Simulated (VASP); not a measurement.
Set up this calculation in VASP 6.6.1, as the native input.

* Task: single point
* Functional: LDA
* Potentials or basis: VASP PAW LDA potentials, release 64 (Al)
* Cutoff: 520 eV
* k mesh: 6 × 6 × 6
* Occupations: methfessel-paxton, width 0.1 eV
* Spin: no spin polarisation
* Dipole correction: no
* Further INCAR settings: ALGO = Normal; EDIFF = 1e-07; NBANDS = 10

The structure of Al lies in POSCAR:

```
Al
1.0
    0.0000000000      2.4939283175      2.4939283175
    2.4939283175      0.0000000000      2.4939283175
    2.4939283175      2.4939283175      0.0000000000
Al
2
Direct
    0.0000000000      0.0000000000      0.0000000000
    0.2500000000      0.2500000000      0.2500000000
```

These files were run (other wordings do the same):

INCAR

```
SYSTEM = Al
PREC = Accurate ; ENCUT = 520
EDIFF = 1E-7 ; ISMEAR = 1
SIGMA = 0.1 ; LREAL = .False.
LASPH = .True. ; NELM = 100
ALGO = Normal ; ISIF = 2
LWAVE = .False. ; LCHARG = .False.
GGA = CA ; NBANDS = 10
```

KPOINTS

```
regular mesh
0
Gamma
  6 6 6
  0 0 0
```

Potentials or basis: VASP PAW LDA potentials, release 64 (Al).

Command:

```sh
$ cat potpaw_LDA.64/Al/POTCAR > POTCAR
$ mpirun -np 1 vasp_std > vasp.out
```

Results of the run:

The pressure is 60.5 GPa and the band gap on the k mesh is zero (band 3 reaches 10.85 eV, above the bottom of band 4 at 5.12 eV).

Caveat: the k points lie up to 0.36 Å⁻¹ apart.

Wall time 4.7 s on 1 thread of AMD EPYC 9R45 (Zen 5) (shared host), peak memory 0.09 GiB.
